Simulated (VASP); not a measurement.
Re, 2 atoms in the cell. It takes space group P6/mmm (No. 191, hexagonal). Conventional cell: a = 2.762 Å, b = 2.762 Å, c = 3.043 Å, α = 90.00°, β = 90.00°, γ = 120.00°. Within 2.1 Å of Re (site symmetry -6m2) lie 3 Re at 1.59 Å. 

* Program: VASP 6.6.1
* Task: relaxation of cell and atoms
* Functional: PBE
* Potentials or basis: VASP PAW PBE potentials, release 64 (Re)
* Cutoff: 600 eV
* k mesh: 6 × 6 × 6
* Occupations: gaussian, width 0.1 eV
* Spin: no spin polarisation
* Dipole correction: no
* Further INCAR settings: ALGO = Fast; EDIFF = 1e-07; IBRION = 2; EDIFFG = -0.04; NSW = 90; ISIF = 3

Potentials or basis: VASP PAW PBE potentials, release 64 (Re).

Command:

```bash
$ cat potpaw_PBE.64/Re/POTCAR > POTCAR
$ mpirun -np 1 vasp_std > vasp.out
```

Hardware: 1 thread of Intel(R) Xeon(R) Platinum 8488C (Sapphire Rapids), on a shared host.

Question: How long does it take, and how much memory?

Answer: Wall time 4.6 min on 1 thread of Intel(R) Xeon(R) Platinum 8488C (Sapphire Rapids), on a shared host, peak memory 0.15 GiB. Counts: scf iterations 694, k points 28, ion steps 20.
